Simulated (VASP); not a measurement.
Set up this calculation in VASP 6.6.1, as the native input.

```yaml
Task: electric field gradients
Functional: PBE
Potentials_or_basis: VASP PAW PBE potentials, release 64 (Ba_sv, Sb, O)
Cutoff: 520 eV
k_mesh: 3 × 3 × 3
Occupations: fermi-dirac, width 0.01 eV
Spin: collinear spin, ferromagnetic start
Starting_moments: "[1.0, 0.0, 0.0, 0.0, 0.0, 0.0, 0.0, 0.0, 0.0, 0.0, 0.0, 0.0, 0.0, 0.0, 0.0, 0.0, 0.0, 0.0, 0.0, 0.0] μB"
Dipole_correction: no
Further_INCAR_settings: LREAL = Auto; ALGO = Normal; EDIFF = 1e-08; NBANDS = 78
```

The structure of BaSb7O12 (a cell with a defect) (Senarmontite) lies in POSCAR:

```
BaSb7O12
1.0
    0.0000000000      5.5700000000      5.5700000000
    5.5700000000      0.0000000000      5.5700000000
    5.5700000000      5.5700000000      0.0000000000
Ba Sb O
1 7 12
Direct
    0.8850000000      0.8850000000      0.8850000000
    0.9050000000      0.3650000000      0.3650000000
    0.8850000000      0.8850000000      0.3450000000
    0.3650000000      0.9050000000      0.3650000000
    0.3450000000      0.8850000000      0.8850000000
    0.3650000000      0.3650000000      0.3650000000
    0.8850000000      0.3450000000      0.8850000000
    0.3650000000      0.3650000000      0.9050000000
    0.7700000000      0.2300000000      0.2300000000
    0.4800000000      0.0200000000      0.4800000000
    0.2300000000      0.7700000000      0.7700000000
    0.0200000000      0.4800000000      0.0200000000
    0.2300000000      0.7700000000      0.2300000000
    0.4800000000      0.4800000000      0.0200000000
    0.7700000000      0.2300000000      0.7700000000
    0.0200000000      0.0200000000      0.4800000000
    0.4800000000      0.0200000000      0.0200000000
    0.2300000000      0.2300000000      0.7700000000
    0.0200000000      0.4800000000      0.4800000000
    0.7700000000      0.7700000000      0.2300000000
```

The input as run:

INCAR

```
SYSTEM = BaSb7O12
  ALGO = Normal
  EDIFF = 1E-8
  ENCUT = 520
  GGA = PE
  ISIF = 2
  ISMEAR = -1
  ISPIN = 2
  LASPH = .TRUE.
  LCHARG = .FALSE.
  LEFG = .TRUE.
  LORBIT = 11
  LREAL = Auto
  LWAVE = .FALSE.
  MAGMOM = 1 0 0 0 0 0 0 0 0 0 0 0 0 0 0 0 0 0 0 0
  NBANDS = 78
  NELM = 150
  PREC = Accurate
  SIGMA = 0.01
```

KPOINTS

```
k-points
0
G
  3 3 3
  0 0 0
```

Potentials or basis: VASP PAW PBE potentials, release 64 (Ba_sv, Sb, O).

The run is started by

```bash
$ cat potpaw_PBE.64/Ba_sv/POTCAR potpaw_PBE.64/Sb/POTCAR potpaw_PBE.64/O/POTCAR > POTCAR
$ mpirun -np 1 vasp_std > vasp.out
```

Results of the run:

| Item | Value |
| --- | --- |
| Pressure | -0.1 GPa |
| Largest force | 4.268 eV/Å |
| Net moment | 0.00 μB per cell |
| Valence electrons inside the program's atomic spheres | Ba 8.39; Sb 2.15, 2.17; O 4.91, 4.95, 4.93 |

Caveat: without QUAD_EFG the Cq values of the log hold for a quadrupole moment of 1 mb, not for the nuclei.

Run time: 22 min on 1 thread of Intel(R) Xeon(R) Platinum 8259CL CPU @ 2.50GHz (Skylake/Cascade Lake), on a shared host, peak memory 0.77 GiB.
